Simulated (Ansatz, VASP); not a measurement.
Two plane-wave programs on V3F

```
V F
1.0
     2.29343    1.32411    2.88851
    -2.29343    1.32411    2.88851
     0.00000   -2.64823    2.88851
V F
3 1
Direct
  0.25136 0.25136 0.25136
  0.74864 0.74864 0.74864
  0.50000 0.50000 0.50000
  0.00000 0.00000 0.00000
```

Alike in both runs: task single point; functional PBE; k mesh 12 × 12 × 12; occupations gaussian, width 0.1 eV; no spin polarisation.

|  | VASP | Ansatz |
| --- | --- | --- |
| version | VASP 6.6.1 | Ansatz 0.2.0 |
| potentials or method | VASP PAW PBE potentials, release 64 (V_sv, F), cutoff 520 eV | scalar-relativistic, plane waves, PAW |
| valence electrons in the cell | 46 | 46 |

Ansatz gave:

```
gap on the k mesh at the Fermi level (eV)                     : none
pressure (GPa)                                                : 0.0
traceless stress, the component that is largest in VASP (GPa) : -0.03
rms of the force components (eV/Å)                            : 0.001
```

Problem. What did VASP give for the same quantities?

Solution. gap on the k mesh at the Fermi level (eV): none; pressure (GPa): 0.5; traceless stress, the component that is largest in VASP (GPa): 1.10; rms of the force components (eV/Å): 0.042.

Atom by atom the forces differ by 0.043 eV/Å (rms over components). A gap of «none» marks a metal or a gap that the smearing closes.
